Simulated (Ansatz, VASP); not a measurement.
# One calculation of Sc, two programs

Contents of INCAR:

```
PREC     = Accurate       # precision mode
ENCUT    = 520            # plane-wave cutoff, eV
EDIFF    = 1E-6           # SCF threshold, eV
ISMEAR   = 0              # smearing method
SIGMA    = 0.15           # smearing width, eV
LREAL    = False          # projectors in reciprocal space
LASPH    = True           # aspherical terms in the spheres
NELM     = 100            # most SCF steps
ALGO     = Fast           # electronic algorithm
ISIF     = 2              # what is computed and relaxed
LWAVE    = False          # write WAVECAR
LCHARG   = True           # write CHGCAR
GGA      = PS             # functional
LELF     = True           # ELF
LVHAR    = True         
NBANDS   = 12             # bands
```

Contents of KPOINTS:

```
regular mesh
0
Gamma
  18 18 18
```

The input POSCAR:

```
Sc
1.0
    0.0000000000      2.3840250000      2.3272625000
    2.3840250000      0.0000000000      2.3272625000
    2.3840250000      2.3840250000      0.0000000000
Sc
1
Direct
    0.0000000000      0.0000000000      0.0000000000
```

Input for Ansatz:

```yaml
crystal:
  lattice:
    - [0.0, 2.384025, 2.3272625]
    - [2.384025, 0.0, 2.3272625]
    - [2.384025, 2.384025, 0.0]
  atoms:
    - { symbol: Sc, position: [0.0, 0.0, 0.0] }
basis:
  ecutwfc: 420
kpoints:
  mp_grid: { grid: [18, 18, 18] }
hamiltonian:
  xc: pbesol
scf:
  occupations: { method: gaussian, width: 0.15 }
output:
  forces: true
  stress: true
  eigenvalues: true
```

Change from the starting cell: strain +0.050 along x and y, +0.025 along z, atoms carried along.

Alike in both runs: task single point; functional PBEsol; k mesh 18 × 18 × 18; occupations gaussian, width 0.15 eV; no spin polarisation.

|  | VASP | Ansatz |
| --- | --- | --- |
| version | VASP 6.6.1 | Ansatz 0.2.0 |
| potentials or method | VASP PAW PBE potentials, release 64 (Sc_sv), cutoff 520 eV | scalar-relativistic, plane waves, PAW |
| valence electrons in the cell | 11 | 11 |

```tsv
	VASP	Ansatz	Ansatz less VASP
gap on the k mesh at the Fermi level (eV)	none	none	-
pressure (GPa)	-5.2	-5.1	+0.08
traceless stress, the component that is largest in VASP (GPa)	0.41	0.40	0.000
```

VASP's potentials were made for PBE, not for PBEsol. A gap of «none» marks a metal or a gap that the smearing closes.
